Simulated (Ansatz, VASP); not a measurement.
## One calculation of Mg, two programs

```
Mg
1.0
     0.00000    2.44487    2.33719
     2.27752    0.00572    2.33147
     2.27752    2.43915    0.00572
Mg
1
Direct
  0.00000 0.00000 0.00000
```

Alike in both runs: task single point; functional PBE; k mesh 14 × 14 × 14; occupations gaussian, width 0.1 eV; no spin polarisation.

|  | VASP | Ansatz |
| --- | --- | --- |
| version | VASP 6.6.1 | Ansatz 0.2.0 |
| potentials or method | VASP PAW PBE potentials, release 64 (Mg), cutoff 520 eV | scalar-relativistic, plane waves, PAW |
| valence electrons in the cell | 2 | 10 |

|  | VASP | Ansatz | Ansatz less VASP |
| --- | --- | --- | --- |
| gap on the k mesh at the Fermi level (eV) | none | none | - |
| pressure (GPa) | -3.2 | -3.1 | +0.11 |
| traceless stress, the component that is largest in VASP (GPa) | -1.10 | -1.10 | +0.002 |

A gap of «none» marks a metal or a gap that the smearing closes. VASP's potentials hold 2 valence electrons a cell and Ansatz's 10, so a difference there can come from the potentials and not from the codes.
